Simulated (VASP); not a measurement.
SnW:

```
Sn W
1.0
     0.00000    2.97663    2.97663
     2.97663    0.00000    2.97663
     2.97663    2.97663    0.00000
Sn W
1 1
Direct
  0.50000 0.50000 0.50000
  0.00000 0.00000 0.00000
```

The cell was built from a structure type or drawn by symmetry, and may not be a known phase.

- Program: VASP 6.6.1
- Task: relaxation of cell and atoms
- Functional: PBE
- Potentials or basis: VASP PAW PBE potentials, release 64 (Sn_d, W_sv)
- Cutoff: 600 eV
- k mesh: 6 × 6 × 6
- Occupations: gaussian, width 0.1 eV
- Spin: no spin polarisation

At the start: pressure -16.7 GPa; volume 26.37 Å³/atom.

**Question.** How do energy, volume and symmetry change on relaxing?

**Answer.** Over 5 steps the energy falls by 325.1 meV/atom and the volume is 21.25 Å³/atom (-19.4 %); space group Fm-3m (No. 225, to 0.1 Å) before and after.

Step by step:
```tsv
step	energy change (eV)	largest force (eV/Å)	pressure (GPa)	volume (Å³)
1	0.0000	0.0000	-16.69	52.75
2	0.2805	0.0000	44.63	34.43
3	-0.6488	0.0000	-1.19	42.98
4	-0.6502	0.0000	-0.32	42.69
5	-0.6502	0.0000	0.25	42.50
```

Final structure:
```xyz
2
Lattice="0.0000 2.7698 2.7698 2.7698 0.0000 2.7698 2.7698 2.7698 0.0000" Properties=species:S:1:pos:R:3 pbc="T T T"
Sn    2.7698    2.7698    2.7698
W     0.0000    0.0000    0.0000
```

Caveat: the volume moved by over 15 % at a fixed basis, so the end points are rough.
